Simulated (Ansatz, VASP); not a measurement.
## Two plane-wave programs on LiNbO3

```
Li Nb O
1.0
     2.61153    1.50777    4.75177
    -2.61153    1.50777    4.75177
     0.00000   -3.01553    4.75177
Li Nb O
2 2 6
Direct
  0.25000 0.25000 0.25000
  0.75000 0.75000 0.75000
  0.00000 0.00000 0.00000
  0.50000 0.50000 0.50000
  0.13034 0.36966 0.75000
  0.75000 0.13034 0.36966
  0.36966 0.75000 0.13034
  0.86966 0.63034 0.25000
  0.25000 0.86966 0.63034
  0.63034 0.25000 0.86966
```

Alike in both runs: task single point; functional PBE; k mesh 6 × 6 × 6; occupations gaussian, width 0.05 eV; no spin polarisation.

```csv
,VASP,Ansatz
version,VASP 6.6.1,Ansatz 0.2.0
potentials or method,"VASP PAW PBE potentials, release 64 (Li_sv, Nb_sv, O), cutoff 520 eV","scalar-relativistic, plane waves, PAW"
valence electrons in the cell,68,68
```

VASP gave:

* gap on the k mesh at the Fermi level (eV): 2.34
* least direct gap on the mesh (eV): 2.52
* rms of the force components (eV/Å): 0.088

**Question.** Estimate Ansatz's values.

**Answer.** gap on the k mesh at the Fermi level (eV): 2.36; least direct gap on the mesh (eV): 2.53; rms of the force components (eV/Å): 0.080.

Atom by atom the forces differ by 0.008 eV/Å (rms over components). With one functional, cell and mesh, what is left measures potentials, basis and numerics.

Noted on VASP's run: the cutoff is under 1.25 times that of the potentials, so the pressure is a little rough.
